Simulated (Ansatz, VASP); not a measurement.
# LiCl in VASP and in Ansatz

```
CELL_PARAMETERS angstrom
3.85485 0.00000 0.00000
-1.92742 3.33839 0.00000
0.00000 0.00000 6.16158
ATOMIC_POSITIONS crystal
Li 0.33333 0.66667 0.99687
Li 0.66667 0.33333 0.49687
Cl 0.33333 0.66667 0.37813
Cl 0.66667 0.33333 0.87813
```

Alike in both runs: task single point; functional r2SCAN; k mesh 6 × 6 × 4; no spin polarisation.

```csv
,VASP,Ansatz
version,VASP 6.6.1,Ansatz 0.2.0
potentials or method,"VASP PAW PBE potentials, release 64 (Li_sv, Cl)","plane waves, PAW"
plane-wave cutoff (eV),520,500
occupations,"gaussian, width 0.01 eV",fixed
valence electrons in the cell,20,20
```

|  | VASP | Ansatz | Ansatz less VASP |
| --- | --- | --- | --- |
| gap on the k mesh at the Fermi level (eV) | 6.85 | 6.80 | -0.056 |
| rms of the force components (eV/Å) | 0.003 | 0.001 | -0.0027 |

VASP's potentials were made for PBE, not for r2SCAN. Atom by atom the forces differ by 0.003 eV/Å (rms over components).

Noted on VASP's run: the cutoff is short for stress, so the pressure is rough.
